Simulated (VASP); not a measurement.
# Cd (Fd-3m) in VASP: notebook

The runs below take Cd through single point, relaxation of cell and atoms, with PBE.

Everything below comes from runs of VASP 6.6.1. Logs are shortened: lines on timing, memory, paths and dates and some standing lists are left out, and cuts for length are marked.

### 1 The cell of the first run

Symmetry: Fd-3m, No. 227, cubic system. Conventional cell: a = 4.547 Å, b = 4.547 Å, c = 4.547 Å, α = 90.00°, β = 90.00°, γ = 90.00°. Within 2.6 Å of Cd (site symmetry -43m) lie 4 Cd at 1.97 Å.

This isn't the form of Cd at room conditions, which is hcp.

### 2 Single point, PBE

File INCAR:

```
SYSTEM = Cd
ALGO = Normal
EDIFF = 1E-6
ENCUT = 520
GGA = PE
ISIF = 2
ISMEAR = -1
LASPH = .TRUE.
LCHARG = .FALSE.
LREAL = .FALSE.
LWAVE = .FALSE.
NBANDS = 19
NELM = 80
PREC = Accurate
SIGMA = 0.1
```

File KPOINTS:

```
k-points
0
G
  14 14 14
  0 0 0
```

File POSCAR:

```
Cd
1.0
    0.0000000000      2.2734813689      2.2734813689
    2.2734813689      0.0000000000      2.2734813689
    2.2734813689      2.2734813689      0.0000000000
Cd
2
Direct
   -0.1250000000     -0.1250000000     -0.1250000000
    0.1250000000      0.1250000000      0.1250000000
```

Potentials or basis: VASP PAW PBE potentials, release 64 (Cd).

Started as:

```bash
$ cat potpaw_PBE.64/Cd/POTCAR > POTCAR
$ mpirun -np 1 vasp_std > vasp.out
```

OUTCAR:

```text
SYSTEM = Cd
   EDIFF = 1E-6
   ENCUT = 520
   GGA = PE
   ISIF = 2
   ISMEAR = -1
   LASPH = .TRUE.
   LREAL = .FALSE.
   NELM = 80
   PREC = Accurate

 ion  position               nearest neighbor table
   1  0.875  0.875  0.875-   2 1.97   2 1.97   2 1.97   2 1.97   2 3.77   2 3.77   2 3.77   2 3.77
                             2 3.77   2 3.77   2 3.77   2 3.77   2 3.77   2 3.77   2 3.77   2 3.77
   2  0.125  0.125  0.125-   1 1.97   1 1.97   1 1.97   1 1.97   1 3.77   1 3.77   1 3.77   1 3.77
                             1 3.77   1 3.77   1 3.77   1 3.77   1 3.77   1 3.77   1 3.77   1 3.77

  LATTYP: Found a face centered cubic cell.
 ALAT       =     4.5469627378

  Lattice vectors:

 A1 = (   0.0000000000,   2.2734813689,   2.2734813689)
 A2 = (   2.2734813689,   0.0000000000,   2.2734813689)
 A3 = (   2.2734813689,   2.2734813689,   0.0000000000)

Analysis of symmetry for initial positions (statically):
=====================================================================
 Subroutine PRICEL returns:
 Original cell was already a primitive cell.

 Routine SETGRP: Setting up the symmetry group for a
 face centered cubic supercell.

 Subroutine GETGRP returns: Found 48 space group operations
 (whereof 12 operations were pure point group operations)
 out of a pool of 48 trial point group operations.

The static configuration has the point symmetry D_3d.
 The point group associated with its full space group is O_h .

Analysis of symmetry for dynamics (positions and initial velocities):
=====================================================================
 Subroutine PRICEL returns:
 Original cell was already a primitive cell.

 Routine SETGRP: Setting up the symmetry group for a
 face centered cubic supercell.

 Subroutine GETGRP returns: Found 48 space group operations
 (whereof 12 operations were pure point group operations)
 out of a pool of 48 trial point group operations.

The dynamic configuration has the point symmetry D_3d.
 The point group associated with its full space group is O_h .

 Subroutine INISYM returns: Found 48 space group operations
 (whereof 12 operations are pure point group operations),
 and found     1 'primitive' translations

----------------------------------------------------------------------------------------

                                     Primitive cell

  volume of cell :      23.5020

  direct lattice vectors                    reciprocal lattice vectors
     0.000000000  2.273481369  2.273481369    -0.219927028  0.219927028  0.219927028
     2.273481369  0.000000000  2.273481369     0.219927028 -0.219927028  0.219927028
     2.273481369  2.273481369  0.000000000     0.219927028  0.219927028 -0.219927028

  length of vectors
     3.215188186  3.215188186  3.215188186     0.380924786  0.380924786  0.380924786

  position of ions in fractional coordinates (direct lattice)
     0.875000000  0.875000000  0.875000000
     0.125000000  0.125000000  0.125000000

  ion indices of the primitive-cell ions
   primitive index   ion index
                 1           1
                 2           2

----------------------------------------------------------------------------------------

 KPOINTS: k-points

Automatic generation of k-mesh.
 Grid dimensions read from file:
 generate k-points for:   14   14   14

 Generating k-lattice:

  Cartesian coordinates                     Fractional coordinates (reciprocal lattice)
    -0.015709073  0.015709073  0.015709073     0.071428571  0.000000000  0.000000000
     0.015709073 -0.015709073  0.015709073     0.000000000  0.071428571  0.000000000
     0.015709073  0.015709073 -0.015709073     0.000000000  0.000000000  0.071428571

  Length of vectors
     0.027208913  0.027208913  0.027208913

  Shift w.r.t. Gamma in fractional coordinates (k-lattice)
     0.000000000  0.000000000  0.000000000

 Subroutine IBZKPT returns following result:
 ===========================================

 Found    104 irreducible k-points:

 Following reciprocal coordinates:
            Coordinates               Weight
  0.000000  0.000000  0.000000      1.000000
  0.071429  0.000000  0.000000      8.000000
  0.142857  0.000000  0.000000      8.000000
  0.214286  0.000000  0.000000      8.000000
  0.285714  0.000000  0.000000      8.000000
  0.357143  0.000000  0.000000      8.000000
[... 16 lines left out ...]
  0.214286  0.142857  0.000000     24.000000
  0.285714  0.142857  0.000000     24.000000
 [... further k-points ...]
   k-points           NKPTS =    104   k-points in BZ     NKDIM =    104   number of bands    NBANDS=     19
   number of dos      NEDOS =    301   number of ions     NIONS =      2
   total plane-waves  NPLWV =  13824
   dimension x,y,z NGX =    24 NGY =   24 NGZ =   24
   dimension x,y,z NGXF=    48 NGYF=   48 NGZF=   48
   ions per type =               2
   NGX,Y,Z   is equivalent  to a cutoff of  12.41, 12.41, 12.41 a.u.
   NGXF,Y,Z  is equivalent  to a cutoff of  24.82, 24.82, 24.82 a.u.
 SYSTEM =  Cd
   PREC   = accura    normal or accurate (medium, high low for compatibility)
   ISTART =      0    job   : 0-new  1-cont  2-samecut
   ICHARG =      2    charge: 1-file 2-atom 10-const
   ISPIN  =      1    spin polarized calculation?
   LNONCOLLINEAR =      F non collinear calculations
   LSORBIT =      F    spin-orbit coupling
   LASPH  =      T    aspherical Exc in radial PAW
   ENCUT  =  520.0 eV  38.22 Ry    6.18 a.u.   5.98  5.98  5.98*2*pi/ulx,y,z
   NELM   =     80;   NELMIN=  2; NELMDL= -5     # of ELM steps
   EDIFF  = 0.1E-05   stopping-criterion for ELM
   LREAL  =      F    real-space projection
   EDIFFG = 0.1E-04   stopping-criterion for IOM
   NSW    =      0    number of steps for IOM
   IBRION =     -1    ionic relax: 0-MD 1-quasi-New 2-CG
   NFREE  =      0    steps in history (QN), initial steepest desc. (CG)
   ISIF   =      2    stress and relaxation
   ISYM   =      2    0-nonsym 1-usesym 2-fastsym
   POTIM  = 0.5000    time-step for ionic-motion
   TEBEG  =    0.0;   TEEND  =   0.0 temperature during run
   PSTRESS=    0.0 pullay stress
   NELECT =      24.0000    total number of electrons
   NUPDOWN=      -1.0000    fix difference up-down
   EMIN   =  10.00;   EMAX   =-10.00  energy-range for DOS
   EFERMI =   0.00;   METHOD = LEGACY
   ISMEAR =    -1;   SIGMA  =   0.10  broadening in eV -4-tet -1-fermi 0-gaus
   EFERMI_NEDOS =   21; number of points for ismear=-14 and -15
   IALGO  =     38    algorithm
   IMIX   =      4    mixing-type and parameters
     AMIX     =   0.40;   BMIX     =  1.00
     AMIX_MAG =   1.60;   BMIX_MAG =  1.00
  volume/ion in A,a.u.               =      11.75        79.30
  Fermi-wavevector in a.u.,A,eV,Ry     =   1.648582  3.115368 36.978215  2.717822
  Thomas-Fermi vector in A             =   2.737847
   LORBIT       =      0    0 simple, 1 ext, 2 COOP (PROOUT), +10 PAW based schemes
   GGA     = PE    functional components
[... 5 lines left out ...]
 non-spin polarized calculation
  energy-cutoff  :      520.00
  volume of cell :       23.50
 maximum number of plane-waves:       646
   NGX = 11   NGY = 11   NGZ = 11

 number of electron      23.9999994 magnetization

 Free energy of the ion-electron system (eV)
  ---------------------------------------------------
  ext. energy  EPLUGINS =         0.00000000
  ---------------------------------------------------
  free energy    TOTEN  =        21.07356518 eV

  energy without entropy =       21.09126306  energy(sigma->0) =       21.08241412

 E-fermi :   9.8982     XC(G=0): -14.3906

 val. band max:        9.8545394112   @ k =  -0.2143   0.2857   0.0714
 cond. band min:       9.9029368845   @ k =   0.5000   0.3571   0.1429
 fundamental gap:      0.0483974732
 Fermi energy:         9.8982392932

 k-point     1 :       0.0000    0.0000    0.0000
  band No.  band energies     occupation
      1      -6.5434      2.00000
      2      -6.5434      2.00000
      3      -5.9034      2.00000
      4      -5.9034      2.00000
      5      -5.9034      2.00000
      6      -5.0140      2.00000
[... 11 lines left out ...]
     18      22.2950      0.00000
     19      23.2512      0.00000

 k-point     2 :       0.0714    0.0000    0.0000
  band No.  band energies     occupation
      1      -6.6261      2.00000
      2      -6.6261      2.00000
      3      -5.9073      2.00000
      4      -5.7813      2.00000
      5      -5.7813      2.00000
      6      -4.8786      2.00000
[... 11 lines left out ...]
     18      23.0766      0.00000
     19      24.4676      0.00000

 k-point     3 :       0.1429    0.0000    0.0000
  band No.  band energies     occupation
      1      -6.7514      2.00000
      2      -6.7514      2.00000
      3      -5.9364      2.00000
      4      -5.5590      2.00000
      5      -5.5590      2.00000
      6      -4.4712      2.00000
[... 11 lines left out ...]
     18      24.1347      0.00000
     19      25.4287      0.00000

 k-point     4 :       0.2143    0.0000    0.0000
  band No.  band energies     occupation
      1      -6.8145      2.00000
      2      -6.8145      2.00000
      3      -5.9958      2.00000
      4      -5.3978      2.00000
      5      -5.3978      2.00000
      6      -3.8855      2.00000
[... 11 lines left out ...]
     18      25.1182      0.00000
     19      25.9534      0.00000

 k-point     5 :       0.2857    0.0000    0.0000
  band No.  band energies     occupation
      1      -6.7866      2.00000
      2      -6.7866      2.00000
      3      -6.0660      2.00000
      4      -5.3841      2.00000
      5      -5.3841      2.00000
      6      -3.5042      2.00000
[... 11 lines left out ...]
     18      25.9024      0.00000
     19      27.0228      0.00000

 k-point     6 :       0.3571    0.0000    0.0000
  band No.  band energies     occupation
      1      -6.6679      2.00000
      2      -6.6679      2.00000
      3      -6.1266      2.00000
      4      -5.5256      2.00000
      5      -5.5256      2.00000
      6      -3.5296      2.00000
[... 11 lines left out ...]
     18      26.3612      0.00000
     19      28.2766      0.00000

 k-point     7 :       0.4286    0.0000    0.0000
  band No.  band energies     occupation
      1      -6.4853      2.00000
      2      -6.4853      2.00000
      3      -6.1656      2.00000
      4      -5.7528      2.00000
      5      -5.7528      2.00000
      6      -3.6489      2.00000
[... 11 lines left out ...]
     18      26.5738      0.00000
     19      29.4582      0.00000

 k-point     8 :       0.5000    0.0000    0.0000
  band No.  band energies     occupation
      1      -6.3576      2.00000
      2      -6.3576      2.00000
      3      -6.1787      2.00000
      4      -5.9012      2.00000
      5      -5.9012      2.00000
      6      -3.7010      2.00000
[... 256 lines left out ...]
 k-point    20 :      -0.1429    0.0714    0.0000
  band No.  band energies     occupation
      1      -6.9743      2.00000
      2      -6.5712      2.00000
      3      -6.0398      2.00000
      4      -5.6079      2.00000
      5      -5.2430      2.00000
      6      -4.1765      2.00000
[... 11 lines left out ...]
     18      23.8125      0.00000
     19      25.5476      0.00000

 k-point    21 :      -0.0714    0.0714    0.0000
  band No.  band energies     occupation
      1      -6.8292      2.00000
      2      -6.5618      2.00000
      3      -5.9636      2.00000
      4      -5.7422      2.00000
      5      -5.5133      2.00000
      6      -4.6533      2.00000
[... 11 lines left out ...]
     18      24.2657      0.00000
     19      24.8817      0.00000

 k-point    22 :       0.1429    0.1429    0.0000
  band No.  band energies     occupation
      1      -7.1146      2.00000
      2      -6.2307      2.00000
      3      -5.9823      2.00000
      4      -5.9823      2.00000
      5      -5.0523      2.00000
      6      -4.3227      2.00000
[... 11 lines left out ...]
     18      24.2814      0.00000
     19      25.6860      0.00000

 k-point    23 :       0.2143    0.1429    0.0000
  band No.  band energies     occupation
      1      -7.2337      2.00000
      2      -6.2185      2.00000
      3      -6.0411      2.00000
      4      -5.8708      2.00000
      5      -4.7713      2.00000
      6      -3.8688      2.00000
[... 11 lines left out ...]
     18      24.8127      0.00000
     19      27.5185      0.00000

 k-point    24 :       0.2857    0.1429    0.0000
  band No.  band energies     occupation
      1      -7.2809      2.00000
      2      -6.2495      2.00000
      3      -6.1403      2.00000
      4      -5.7371      2.00000
      5      -4.5743      2.00000
      6      -3.5034      2.00000
[... 11 lines left out ...]
     18      25.1071      0.00000
     19      28.4733      0.00000

 [... further k-points ...]

------------------------ aborting loop because EDIFF is reached ----------------------------------------

  FORCE on cell =-STRESS in cart. coord.  units (eV):
  Direction    XX          YY          ZZ          XY          YZ          ZX
  --------------------------------------------------------------------------------------
  -------------------------------------------------------------------------------------
  Total       64.9430680     64.9430680     64.9430680     -0.0000000     -0.0000000      0.0000000
  in kB     4427.3024299   4427.3024299   4427.3024299     -0.0000000     -0.0000000      0.0000000
  external PRESSURE =    4427.3024299 kB  Pullay stress =       0.0000000 kB

 VOLUME and BASIS-vectors are now :
 -----------------------------------------------------------------------------
  energy-cutoff  :      520.00
  volume of cell :       23.50
      direct lattice vectors                 reciprocal lattice vectors
     0.000000000  2.273481369  2.273481369    -0.219927028  0.219927028  0.219927028
     2.273481369  0.000000000  2.273481369     0.219927028 -0.219927028  0.219927028
     2.273481369  2.273481369  0.000000000     0.219927028  0.219927028 -0.219927028

 POSITION                                       TOTAL-FORCE (eV/Angst)
 -----------------------------------------------------------------------------------
      3.97859      3.97859      3.97859         0.000000     -0.000000      0.000000
      0.56837      0.56837      0.56837        -0.000000      0.000000     -0.000000
 -----------------------------------------------------------------------------------
    total drift:                                0.000000      0.000000      0.000000

  FREE ENERGIE OF THE ION-ELECTRON SYSTEM (eV)
  ---------------------------------------------------
  free  energy   TOTEN  =        21.0735651831 eV

  energy  without entropy=       21.0912630613  energy(sigma->0) =       21.08241412
```

Wall time 19 s (1 thread of AMD EPYC 9R45 (Zen 5), shared host); peak memory 0.13 GiB.

Results:

```
Free energy            : 21.0736 eV
Pressure               : 442.7 GPa
Band gap on the k mesh : zero (bands 12 and 13 overlap by 14.11 eV)
```

Levels at points of the mesh, in eV from the Fermi level:
```csv
k point,band 9,band 10,band 11,band 12,band 13,band 14,band 15,band 16
"(0.00, 0.00, 0.00)",-11.73,-9.36,-9.36,11.14,11.14,11.14,11.31,12.40
"(0.50, 0.00, 0.00)",-9.68,-9.68,-7.92,-5.12,7.41,7.41,7.93,11.83
"(0.50, 0.50, 0.00)",-9.31,-9.31,-4.15,-4.15,0.34,0.34,7.99,7.99
```

Caveat: atoms lie so close that the PAW spheres overlap strongly, which falsifies energies and pressures; the cell stands under pressure.

### 3 Relaxation of cell and atoms, PBE, target pressure 420 GPa, at which the enthalpy is minimised

This run uses another cell than the first one, of 9.93 Å³/atom.

File INCAR:

```
ALGO = Normal
EDIFF = 1E-7
EDIFFG = -0.005
ENCUT = 600
GGA = PE
IBRION = 2
ISIF = 3
ISMEAR = -1
LASPH = T
LCHARG = F
LREAL = F
LWAVE = F
NELM = 60
NSW = 60
PREC = Accurate
PSTRESS = 4200.0
SIGMA = 0.1
```

File KPOINTS:

```
k-points
0
Gamma
  14 14 14
```

File POSCAR:

```
Cd
1.0
    0.0000000000      2.1490456265      2.1490456265
    2.1490456265      0.0000000000      2.1490456265
    2.1490456265      2.1490456265      0.0000000000
Cd
2
Direct
   -0.1250000000     -0.1250000000     -0.1250000000
    0.1250000000      0.1250000000      0.1250000000
```

Potentials or basis: VASP PAW PBE potentials, release 64 (Cd).

Started as:

```bash
$ cat potpaw_PBE.64/Cd/POTCAR > POTCAR
$ mpirun -np 1 vasp_std > vasp.out
```

Run time: 2.6 min. Hardware: 1 thread of AMD EPYC 9R45 (Zen 5), shared host; peak memory 0.14 GiB.

Results (log left out):

- Free energy: 20.0872 eV
- Relaxed volume: 11.93 Å³/atom
- Relaxed cell: a = 3.232 Å, b = 3.232 Å, c = 3.232 Å, α = 60.00°, β = 60.00°, γ = 60.00°
- Space group after relaxing (to 0.1 Å): Fd-3m (No. 227)
- Energy change on relaxing (the run minimises the enthalpy): -7194.2 meV/atom
- Ionic steps: 13
- Pressure after relaxing: 420.0 GPa
- Band gap on the k mesh: zero (bands 12 and 13 overlap by 14.01 eV)

The path:
```tsv
step	energy change (eV)	largest force (eV/Å)	pressure (GPa)	volume (Å³)
1	0.0000	0.0000	768.39	19.85
2	17.9119	0.0000	-184.67	168.81
3	-14.8546	0.0000	409.40	24.05
4	-14.4449	0.0000	418.72	23.89
5	-14.2194	0.0000	423.86	23.81
6	-14.2476	0.0000	423.21	23.82
7	-14.3321	0.0000	421.29	23.85
8	-14.3339	0.0000	421.25	23.85
9	-14.3393	0.0000	421.12	23.85
10	-14.3501	0.0000	420.88	23.86
11	-14.3717	0.0000	420.38	23.86
12	-14.4149	0.0000	419.40	23.88
13	-14.3885	0.0000	420.00	23.87
```

Final structure:
```cif
data_structure
_symmetry_space_group_name_H-M 'P 1'
_symmetry_Int_Tables_number 1
_cell_length_a 3.2319
_cell_length_b 3.2319
_cell_length_c 3.2319
_cell_angle_alpha 60.000
_cell_angle_beta 60.000
_cell_angle_gamma 60.000
_cell_volume 23.87
loop_
_atom_site_label
_atom_site_type_symbol
_atom_site_fract_x
_atom_site_fract_y
_atom_site_fract_z
_atom_site_occupancy
Cd1 Cd 0.87500 0.87500 0.87500 1
Cd2 Cd 0.12500 0.12500 0.12500 1
```

Levels at points of the mesh, in eV from the Fermi level:
```tsv
k point	band 10	band 11	band 12	band 13	band 14	band 15
(0.00, 0.00, 0.00)	-9.32	-9.32	11.11	11.11	11.11	11.32
(0.50, 0.00, 0.00)	-9.62	-7.79	-5.11	7.31	7.31	7.96
(0.50, 0.50, 0.00)	-9.26	-4.11	-4.11	0.36	0.36	7.91
```

Caveat: the cell is relaxed towards a set pressure, so the run minimises the enthalpy, not the energy; the volume moved by over 15 % at a fixed basis, so the end points are rough; atoms lie so close that the PAW spheres overlap strongly, which falsifies energies and pressures.

The gap in the log of VASP goes by the Fermi energy; the results here count the filled bands.